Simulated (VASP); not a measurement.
# SiC (Cm) in VASP: notebook, part 2 of 2

VASP 6.6.1. Earlier steps stand in the parts before.

### 4 Single point, PBE

INCAR

```
SYSTEM = SiC
  ALGO = Normal
  EDIFF = 1E-6
  ENCUT = 520
  GGA = PE
  ISIF = 2
  ISMEAR = 0
  LASPH = .True.
  LCHARG = .False.
  LREAL = .False.
  LWAVE = .False.
  NBANDS = 36
  NELM = 100
  PREC = Accurate
  SIGMA = 0.05
```

KPOINTS

```
k-points
0
Gamma
  10 10 2
  0 0 0
```

POSCAR

```
SiC
1.0
    2.1740000000     -2.1740000000      0.0000000000
    2.1740000000      0.0000000000     -2.1740000000
    9.7830000000      8.1525000000      8.1525000000
Si C
6 6
Direct
    0.6510500000      0.6510500000      0.0624666667
   -0.2239500000     -0.2239500000      0.8958000000
    0.2760500000      0.2760500000      0.2291333333
    0.5260500000      0.5260500000      0.5624666667
   -0.0989500000     -0.0989500000      0.3958000000
    0.1510500000      0.1510500000      0.7291333333
    0.5573000000      0.5573000000      0.4374666667
    0.9323000000      0.9323000000      0.2708000000
    0.1823000000      0.1823000000      0.6041333333
    0.4323000000      0.4323000000      0.9374666667
   -0.1927000000     -0.1927000000      0.7708000000
    0.3073000000      0.3073000000      0.1041333333
```

Run with:

```bash
cat potpaw_PBE.64/Si/POTCAR potpaw_PBE.64/C/POTCAR > POTCAR
mpirun -np 1 vasp_std > vasp.out
```

Run time: 4.5 min. Hardware: 1 thread of AMD EPYC 9R45 (Zen 5), shared host; peak memory 0.31 GiB.

Results (log left out):

```yaml
Free_energy: -87.8552 eV
Pressure: 4.8 GPa
Largest_force: 2.230 eV/Å
Band_gap_on_the_k_mesh: 0.25 eV, indirect (least direct gap 0.63 eV)
```

Forces on the atoms (eV/Å):
```
Si  -1.356  0.539  0.539
Si  -0.192 -0.283 -0.283
Si   0.056  0.390  0.390
Si   0.047  0.063  0.063
Si   0.024  0.070  0.070
Si   0.038  0.084  0.084
C   -0.054 -0.058 -0.058
C   -0.059 -0.025 -0.025
C   -0.025 -0.081 -0.081
C    1.292 -1.285 -1.285
C    0.096 -0.248 -0.248
C    0.133  0.834  0.834
```

Stress tensor (GPa, compression positive):
```
-4.36  1.51  1.51
 1.51  9.43  6.94
 1.51  6.94  9.43
```

Levels at points of the mesh, in eV from the valence-band top:
| k point | band 21 | band 22 | band 23 | band 24 | band 25 | band 26 | band 27 | band 28 |
| --- | --- | --- | --- | --- | --- | --- | --- | --- |
| (0.00, 0.00, 0.00) | -0.62 | -0.50 | -0.42 | -0.08 | 3.78 | 5.07 | 5.34 | 5.58 |
| (0.50, 0.00, 0.00) | -2.49 | -1.97 | -1.68 | -0.38 | 0.25 | 1.69 | 2.09 | 3.09 |
| (0.50, 0.50, 0.00) | -2.20 | -1.94 | -1.53 | -1.24 | 0.80 | 1.35 | 2.19 | 2.94 |
| (0.00, 0.00, 0.50) | -0.72 | -0.58 | -0.39 | -0.39 | 3.81 | 5.08 | 5.30 | 5.65 |
| (0.50, 0.00, 0.50) | -2.22 | -1.99 | -1.60 | -0.53 | 0.54 | 1.25 | 2.30 | 3.06 |
| (0.50, 0.50, 0.50) | -2.34 | -1.86 | -1.65 | -1.37 | 0.90 | 1.46 | 2.08 | 3.07 |

Caveat: forces of over 1 eV/Å act on the atoms, so gaps and moduli don't describe the material at rest.

### 5 Single point, PBE

INCAR

```
PREC = Accurate
ENCUT = 520
EDIFF = 1E-6
ISMEAR = 0
SIGMA = 0.05
LREAL = F
LASPH = T
NELM = 100
ALGO = Normal
ISIF = 2
LWAVE = F
LCHARG = F
GGA = PE
NBANDS = 36
```

KPOINTS

```
regular mesh
0
Gamma
  10 10 2
```

POSCAR

```
SiC
1.0
    2.1740000000     -2.1740000000      0.0000000000
    2.1740000000      0.0000000000     -2.1740000000
   10.5078116000      7.7900942000      7.7900942000
Si C
6 6
Direct
    0.6406368067      0.6406368067      0.0624666667
   -0.3732798600     -0.3732798600      0.8958000000
    0.2378534733      0.2378534733      0.2291333333
    0.4322868067      0.4322868067      0.5624666667
   -0.1649298600     -0.1649298600      0.3958000000
    0.0295034733      0.0295034733      0.7291333333
    0.4843743067      0.4843743067      0.4374666667
    0.8871576400      0.8871576400      0.2708000000
    0.0815909733      0.0815909733      0.6041333333
    0.2760243067      0.2760243067      0.9374666667
   -0.3211923600     -0.3211923600      0.7708000000
    0.2899409733      0.2899409733      0.1041333333
```

Potentials or basis: VASP PAW PBE potentials, release 64 (Si, C).

Run with:

```bash
cat potpaw_PBE.64/Si/POTCAR potpaw_PBE.64/C/POTCAR > POTCAR
mpirun -np 1 vasp_std > vasp.out
```

OUTCAR:

```text
PREC = Accurate
   ENCUT = 520
   EDIFF = 1E-6
   ISMEAR = 0
   LREAL = F
   LASPH = T
   NELM = 100
   ISIF = 2
   GGA = PE

 ion  position               nearest neighbor table
   1  0.641  0.641  0.062-  12 1.88  12 1.88  12 1.88  10 2.47  10 2.47   2 2.55   3 3.07   3 3.07
                             3 3.07
   2  0.627  0.627  0.896-  10 1.88  11 1.88  10 1.88  10 1.88   1 2.55   6 3.07   6 3.07   6 3.07

   3  0.238  0.238  0.229-   8 1.88  12 1.88   8 1.88   8 1.88   1 3.07   1 3.07   1 3.07   5 3.07
                             5 3.07   5 3.07
[... 1173 lines left out ...]

 VOLUME and BASIS-vectors are now :
 -----------------------------------------------------------------------------
  energy-cutoff  :      520.00
  volume of cell :      123.30
      direct lattice vectors                 reciprocal lattice vectors
     2.174000000 -2.174000000  0.000000000     0.137354339 -0.322627262  0.137354339
     2.174000000  0.000000000 -2.174000000     0.137354339  0.137354339 -0.322627262
    10.507811600  7.790094200  7.790094200     0.038331800  0.038331800  0.038331800

 POSITION                                       TOTAL-FORCE (eV/Angst)
 -----------------------------------------------------------------------------------
      3.44188     -0.90612     -0.90612         0.363558     -0.355218     -0.355218
     12.13788      5.61588      5.61588        -0.408827     -0.090861     -0.090861
      3.44188      1.26788      1.26788         0.546188      0.167501      0.167501
      7.78988      3.44188      3.44188         0.058539      0.047710      0.047710
      7.78988      1.26788      1.26788         0.067261      0.043849      0.043849
      7.78988      5.61588      5.61588         0.072686      0.056410      0.056410
      6.70288      2.35488      2.35488        -0.049928     -0.053862     -0.053862
      6.70288      0.18088      0.18088        -0.046132     -0.033698     -0.033698
      6.70288      4.52888      4.52888        -0.074644     -0.045600     -0.045600
     11.05088      6.70288      6.70288        -1.504827      0.095627      0.095627
     11.05088      4.52888      4.52888        -0.228404     -0.094546     -0.094546
      2.35488      0.18088      0.18088         1.204530      0.262689      0.262689
 -----------------------------------------------------------------------------------
    total drift:                               -0.000557      0.000107      0.000107

  FREE ENERGIE OF THE ION-ELECTRON SYSTEM (eV)
  ---------------------------------------------------
  free  energy   TOTEN  =       -87.7297530882 eV

  energy  without entropy=      -87.7297530882  energy(sigma->0) =      -87.72975309
```

OSZICAR:

```text
N       E                     dE             d eps       ncg     rms          rms(c)
DAV:   1     0.127990744240E+03    0.12799E+03   -0.21921E+04  4464   0.120E+03
DAV:   2    -0.865243254452E+02   -0.21452E+03   -0.20158E+03  5748   0.212E+02
DAV:   3    -0.986453555563E+02   -0.12121E+02   -0.12011E+02  5800   0.478E+01
DAV:   4    -0.988332136831E+02   -0.18786E+00   -0.18740E+00  5720   0.676E+00
DAV:   5    -0.988372614837E+02   -0.40478E-02   -0.40440E-02  5712   0.933E-01    0.215E+01
DAV:   6    -0.879838942858E+02    0.10853E+02   -0.31600E+01  5548   0.210E+01    0.960E+00
DAV:   7    -0.877800976010E+02    0.20380E+00   -0.31243E+00  5880   0.702E+00    0.415E+00
DAV:   8    -0.877336513047E+02    0.46446E-01   -0.19631E-01  5460   0.187E+00    0.145E+00
DAV:   9    -0.877289960762E+02    0.46552E-02   -0.26417E-02  5616   0.827E-01    0.241E-01
DAV:  10    -0.877294767694E+02   -0.48069E-03   -0.24822E-03  5684   0.244E-01    0.125E-01
DAV:  11    -0.877297182286E+02   -0.24146E-03   -0.31194E-04  5392   0.888E-02    0.450E-02
DAV:  12    -0.877297500796E+02   -0.31851E-04   -0.39380E-05  5816   0.377E-02    0.115E-02
DAV:  13    -0.877297527524E+02   -0.26728E-05   -0.10086E-05  5576   0.158E-02    0.533E-03
DAV:  14    -0.877297530882E+02   -0.33578E-06   -0.52261E-07  3232   0.399E-03
   1 F= -.87729753E+02 E0= -.87729753E+02  d E =-.313294E-13
```

It took 4.7 min on 1 thread of AMD EPYC 9R45 (Zen 5), shared host; peak memory 0.34 GiB.

What came out:

| Property | Result |
| --- | --- |
| Free energy | -87.7298 eV |
| Pressure | 4.5 GPa |
| Largest force | 1.511 eV/Å |
| Band gap on the k mesh | 0.56 eV, indirect (least direct gap 1.20 eV) |

Forces in eV/Å, atoms in the order of the input:
```
Si   0.364 -0.355 -0.355
Si  -0.409 -0.091 -0.091
Si   0.546  0.168  0.168
Si   0.059  0.048  0.048
Si   0.067  0.044  0.044
Si   0.073  0.056  0.056
C   -0.050 -0.054 -0.054
C   -0.046 -0.034 -0.034
C   -0.075 -0.046 -0.046
C   -1.505  0.096  0.096
C   -0.228 -0.095 -0.095
C    1.205  0.263  0.263
```

Stress tensor (GPa, compression positive):
```
12.28  4.26  4.26
 4.26  0.66  1.63
 4.26  1.63  0.66
```

Levels at points of the mesh, in eV from the valence-band top:
| k point | band 22 | band 23 | band 24 | band 25 | band 26 | band 27 |
| --- | --- | --- | --- | --- | --- | --- |
| (0.00, 0.00, 0.00) | -0.42 | -0.40 | -0.05 | 3.88 | 5.15 | 5.40 |
| (0.50, 0.00, 0.00) | -1.91 | -1.61 | -0.75 | 0.64 | 1.67 | 2.05 |
| (0.50, 0.50, 0.00) | -1.95 | -1.48 | -0.83 | 0.89 | 1.32 | 2.14 |
| (0.00, 0.00, 0.50) | -0.54 | -0.38 | -0.33 | 3.92 | 5.16 | 5.38 |
| (0.50, 0.00, 0.50) | -1.87 | -1.53 | -0.65 | 0.64 | 1.30 | 2.38 |
| (0.50, 0.50, 0.50) | -1.80 | -1.61 | -0.63 | 0.56 | 1.60 | 2.31 |

Caveat: forces of over 1 eV/Å act on the atoms, so gaps and moduli don't describe the material at rest. A k mesh can miss the band edges.

### 6 Single point, PBE

INCAR

```
PREC = Accurate
ENCUT = 520
EDIFF = 1E-6
ISMEAR = 0
SIGMA = 0.05
LREAL = False
LASPH = True
NELM = 100
ALGO = Normal
ISIF = 2
LWAVE = False
LCHARG = False
GGA = PE
NBANDS = 36
```

KPOINTS is that of step 5.

POSCAR

```
SiC
1.0
    2.1740000000     -2.1740000000      0.0000000000
    2.1740000000      0.0000000000     -2.1740000000
   11.2321884000      7.4279058000      7.4279058000
Si C
6 6
Direct
    0.6302298600      0.6302298600      0.0624666667
   -0.5225201400     -0.5225201400      0.8958000000
    0.1996798600      0.1996798600      0.2291333333
    0.3385798600      0.3385798600      0.5624666667
   -0.2308701400     -0.2308701400      0.3958000000
   -0.0919701400     -0.0919701400      0.7291333333
    0.4114923600      0.4114923600      0.4374666667
    0.8420423600      0.8420423600      0.2708000000
   -0.0190576400     -0.0190576400      0.6041333333
    0.1198423600      0.1198423600      0.9374666667
   -0.4496076400     -0.4496076400      0.7708000000
    0.2725923600      0.2725923600      0.1041333333
```

Potentials or basis: VASP PAW PBE potentials, release 64 (Si, C).

Run with:

```bash
cat potpaw_PBE.64/Si/POTCAR potpaw_PBE.64/C/POTCAR > POTCAR
mpirun -np 1 vasp_std > vasp.out
```

Run time: 4 min. Hardware: 1 thread of AMD EPYC 9R45 (Zen 5), shared host; peak memory 0.33 GiB.

It converged, with:

```yaml
Free_energy: -88.5455 eV
Pressure: 2.7 GPa
Largest_force: 0.850 eV/Å
Band_gap_on_the_k_mesh: 0.91 eV, indirect (least direct gap 1.85 eV)
```

Forces in eV/Å, atoms in the order of the input:
```
Si  -0.839 -0.098 -0.098
Si  -0.231  0.096  0.096
Si   0.221  0.055  0.055
Si   0.050  0.050  0.050
Si   0.057  0.057  0.057
Si   0.043  0.053  0.053
C   -0.049 -0.053 -0.053
C   -0.050 -0.038 -0.038
C   -0.049 -0.057 -0.057
C    0.364  0.032  0.032
C   -0.054 -0.103 -0.103
C    0.537  0.005  0.005
```

Stress tensor (GPa, compression positive):
```
4.93 1.02 1.02
1.02 1.54 2.73
1.02 2.73 1.54
```

Levels at points of the mesh, in eV from the valence-band top:
```tsv
k point	band 20	band 21	band 22	band 23	band 24	band 25	band 26	band 27	band 28	band 29
(0.00, 0.00, 0.00)	-0.56	-0.55	-0.35	-0.24	0.00	4.92	5.15	5.42	5.58	6.07
(0.50, 0.00, 0.00)	-2.29	-2.14	-2.04	-1.43	-1.36	1.36	1.93	2.22	2.98	4.19
(0.50, 0.50, 0.00)	-2.15	-2.07	-2.00	-1.69	-1.39	1.53	1.87	2.20	3.47	4.12
(0.00, 0.00, 0.50)	-0.62	-0.55	-0.45	-0.33	-0.26	5.01	5.17	5.35	5.72	5.91
(0.50, 0.00, 0.50)	-2.59	-1.89	-1.75	-1.52	-1.24	1.40	1.53	2.45	3.21	3.79
(0.50, 0.50, 0.50)	-2.65	-2.61	-1.69	-1.52	-1.29	1.29	1.85	2.60	3.14	4.20
```

A k mesh can miss the band edges. Expect the measured gap to be larger: semilocal functionals such as PBE lack the derivative discontinuity.

### 7 Overview

```tsv
cell	gap on the mesh (eV)	pressure (GPa)	largest force (eV/Å)
a = 3.075, b = 3.075, c = 15.088 Å, angles 87.1, 87.1, 60.0°, 12 atoms	0.67	4.4	2.19
a = 3.075, b = 3.075, c = 15.295 Å, angles 81.3, 81.3, 60.0°, 12 atoms	1.03	3.4	0.95
a = 3.075, b = 3.075, c = 15.121 Å, angles 85.6, 85.6, 60.0°, 12 atoms	0.25	4.8	2.23
a = 3.075, b = 3.075, c = 15.224 Å, angles 82.7, 82.7, 60.0°, 12 atoms	0.56	4.5	1.51
a = 3.075, b = 3.075, c = 15.379 Å, angles 79.9, 79.9, 60.0°, 12 atoms	0.91	2.7	0.85
```

Alike in all rows: task single point; level PBE; potentials or basis VASP PAW PBE potentials, release 64 (Si, C); no spin polarisation; k mesh 10 × 10 × 2; cutoff (eV) 520; smearing gaussian 0.05 eV.

Caveats: forces of over 1 eV/Å act on the atoms, so gaps and moduli don't describe the material at rest (some runs).

Absolute energies hang on the potentials; compare differences alone.
